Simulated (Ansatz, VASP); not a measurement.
# One calculation of Mo, two programs

The input INCAR:

```
PREC     = Accurate       # precision mode
ENCUT    = 520            # plane-wave cutoff, eV
EDIFF    = 1E-6           # SCF threshold, eV
ISMEAR   = -1             # smearing method
SIGMA    = 0.1            # smearing width, eV
LREAL    = False          # projectors in reciprocal space
LASPH    = True           # aspherical terms in the spheres
NELM     = 60             # most SCF steps
ALGO     = Normal         # electronic algorithm
ISIF     = 2              # what is computed and relaxed
LWAVE    = False          # write WAVECAR
LCHARG   = True           # write CHGCAR
LDIPOL   = True         
IDIPOL   = 3            
DIPOL    = 0.5 0.5 0.500
GGA      = CA             # functional
LELF     = True           # ELF
LVHAR    = True         
LVACPOTAV= True         
NBANDS   = 43             # bands
```

The input KPOINTS:

```
Automatic mesh
0
Gamma
  9 9 1
```

The input POSCAR:

```
Mo
1.0
    4.4006566667      0.0000000000      0.0000000000
   -2.2003283334      3.8110804667      0.0000000000
    0.0000000000      0.0000000000     12.0766000000
Mo
5
Direct
    0.8333333333      0.1666666667      0.3726202208
    0.1666666667      0.8333333333      0.4308304332
    0.5000000000      0.5000000000      0.4999999108
    0.8333333333      0.1666666667      0.5691695743
    0.1666666667      0.8333333333      0.6273797792
```

Input for Ansatz:

```yaml
crystal:
  lattice:
    - [4.4006566667, 0.0, 0.0]
    - [-2.2003283334, 3.8110804667, 0.0]
    - [0.0, 0.0, 12.0766]
  atoms:
    - { symbol: Mo, position: [0.8333333333, 0.1666666667, 0.3726202208] }
    - { symbol: Mo, position: [0.1666666667, 0.8333333333, 0.4308304332] }
    - { symbol: Mo, position: [0.5, 0.5, 0.4999999108] }
    - { symbol: Mo, position: [0.8333333333, 0.1666666667, 0.5691695743] }
    - { symbol: Mo, position: [0.1666666667, 0.8333333333, 0.6273797792] }
kpoints:
  mp_grid: { grid: [9, 9, 1] }
scf:
  occupations: { method: fermi_dirac, width: 0.1 }
hamiltonian:
  xc: lda
  pseudopotentials: { kind: paw }
output:
  forces: true
  stress: true
  eigenvalues: true
efield:
  axis: 3
  amplitude: 0
  dipole_correction: true
```

Alike in both runs: task single point; functional LDA; k mesh 9 × 9 × 1; occupations fermi-dirac, width 0.1 eV; no spin polarisation.

|  | VASP | Ansatz |
| --- | --- | --- |
| version | VASP 6.6.1 | Ansatz 0.2.0 |
| potentials or method | VASP PAW LDA potentials, release 64 (Mo_sv) | PAW with Ansatz's default frozen-core files, scalar-relativistic |
| plane-wave cutoff (eV) | 520 | 420 |
| valence electrons in the cell | 70 | 70 |

Ansatz gave:

```
rms of the force components (eV/Å) : 0.001
```

**Question.** Which values does VASP return?

**Answer.** rms of the force components (eV/Å): 0.074.

LDA's correlation is that of Perdew and Zunger in VASP and of Perdew and Wang (1992) in Ansatz. Atom by atom the forces differ by 0.073 eV/Å (rms over components). Ansatz's warnings: vacuum density over bound.
